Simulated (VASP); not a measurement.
Input of a VASP 6.6.1 run:

File INCAR:

```
SYSTEM = TaCl3F
PREC = Accurate
ENCUT = 600
EDIFF = 1E-6
ISMEAR = 0
SIGMA = 0.15
LREAL = .FALSE.
LASPH = .TRUE.
NELM = 120
ALGO = Normal
ISIF = 2
LWAVE = .FALSE.
LCHARG = .FALSE.
GGA = PE
NBANDS = 50
GGA_COMPAT = .FALSE.
```

Contents of KPOINTS:

```
regular mesh
0
G
  3 3 1
  0 0 0
```

File POSCAR:

```
TaCl3F
1.0
    3.7095275504     -0.0000000025      0.0000000000
   -1.8547637730      3.2125450960      0.0000000000
    0.0000000000      0.0000000000     17.9744899861
Ta Cl F
2 6 2
Direct
    0.0000000000      0.0000000000      0.0000000000
    0.0000000000      0.0000000000      0.5000000000
    0.6666666667      0.3333333333      0.9236876244
    0.3333333333      0.6666666667      0.4236876244
    0.3333333333      0.6666666667      0.0763123756
    0.6666666667      0.3333333333      0.5763123756
    0.0000000000      0.0000000000      0.7500000000
    0.0000000000      0.0000000000      0.2500000000
    0.3333333333      0.6666666667      0.2500000000
    0.6666666667      0.3333333333      0.7500000000
```

Potentials or basis: VASP PAW PBE potentials, release 64 (Ta_pv, Cl, F).

Run with:

```bash
$ cat potpaw_PBE.64/Ta_pv/POTCAR potpaw_PBE.64/Cl/POTCAR potpaw_PBE.64/F/POTCAR > POTCAR
$ mpirun -np 1 vasp_std > vasp.out
```

Task: Estimate the pressure.

Result: 0.2 GPa.

Task: What does it give for the band gap on the k mesh?

Result: Zero (bands 39 and 40 overlap by 0.94 eV).

Stress tensor (GPa, compression positive):
```
0.08 0.00 0.00
0.00 0.08 0.00
0.00 0.00 0.34
```

Caveat: the k points lie up to 0.65 Å⁻¹ apart, too coarse for converged energies and pressures of a metal; spin-orbit coupling is left out, which moves the levels of the heavy elements; this functional lacks dispersion, which binds the layers, so the pressure and a relaxed spacing across them are unreliable.
